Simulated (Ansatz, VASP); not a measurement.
# Br in VASP and in Ansatz

```
CELL_PARAMETERS angstrom
3.59628 -2.00382 0.00000
3.59628 2.00382 0.00000
0.00000 0.00000 8.57334
ATOMIC_POSITIONS crystal
Br 0.84754 0.15246 0.12005
Br 0.65246 0.34754 0.62005
Br 0.15246 0.84754 0.87995
Br 0.34754 0.65246 0.37995
```

Alike in both runs: functional PBEsol; k mesh 5 × 5 × 2; occupations fermi-dirac, width 0.05 eV; no spin polarisation.

Ansatz relaxed the structure, and its values are those at the end. VASP's run is a single point on that final structure, the one shown.

|  | VASP | Ansatz |
| --- | --- | --- |
| version | VASP 6.6.1 | Ansatz 0.2.0 |
| potentials or method | VASP PAW PBE potentials, release 64 (Br), cutoff 520 eV | plane waves (420 eV) with PAW, scalar-relativistic |
| valence electrons in the cell | 28 | 28 |

```tsv
	VASP	Ansatz	Ansatz less VASP
pressure (GPa)	0.1	0.0	-0.04
rms of the force components (eV/Å)	0.011	0.003	-0.0075
```

VASP's potentials were made for PBE, not for PBEsol, and Ansatz warns of the same on its side.
